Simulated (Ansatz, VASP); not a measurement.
**One calculation of Ba, two programs**

File INCAR:

```
SYSTEM = Ba
ALGO = Normal
EDIFF = 1E-6
ENCUT = 520
GGA = RP
ISIF = 2
ISMEAR = -1
LASPH = .True.
LCHARG = .True.
LELF = .True.
LREAL = .False.
LVHAR = .True.
LWAVE = .False.
NBANDS = 11
NELM = 60
PREC = Accurate
SIGMA = 0.1
```

KPOINTS

```
k-points
0
Gamma
  14 14 14
  0 0 0
```

Contents of POSCAR:

```
Ba
1.0
   -2.6747707196      2.6747707196      2.6747707196
    2.6747707196     -2.6747707196      2.6747707196
    2.6747707196      2.6747707196     -2.6747707196
Ba
1
Direct
    0.0000000000      0.0000000000      0.0000000000
```

Input for Ansatz:

```yaml
crystal:
  lattice:
    - [-2.6747707196, 2.6747707196, 2.6747707196]
    - [2.6747707196, -2.6747707196, 2.6747707196]
    - [2.6747707196, 2.6747707196, -2.6747707196]
  atoms:
    - { symbol: Ba, position: [0.0, 0.0, 0.0] }
hamiltonian:
  xc: rpbe
  pseudopotentials:
    kind: paw
    azcp:
      Ba: "pseudopotentials/Ba.paw.azcp"
basis:
  ecutwfc: 420
  fft_grid_basis: typed
kpoints:
  mp_grid: { grid: [14, 14, 14], shift: [0, 0, 0] }
magnetization:
  spin_polarized: false
scf:
  occupations: { method: fermi_dirac, width: 0.1 }
output:
  stress: true
```

Alike in both runs: task single point; functional RPBE; k mesh 14 × 14 × 14; occupations fermi-dirac, width 0.1 eV; no spin polarisation.

|  | VASP | Ansatz |
| --- | --- | --- |
| version | VASP 6.6.1 | Ansatz 0.2.0 |
| potentials or method | VASP PAW PBE potentials, release 64 (Ba_sv), cutoff 520 eV | plane waves (420 eV) with PAW, scalar-relativistic |
| valence electrons in the cell | 10 | 10 |

```csv
,VASP,Ansatz,Ansatz less VASP
pressure (GPa),-0.7,-0.7,-0.02
```

VASP's potentials were made for PBE, not for RPBE.

Neither program's run includes spin-orbit coupling.
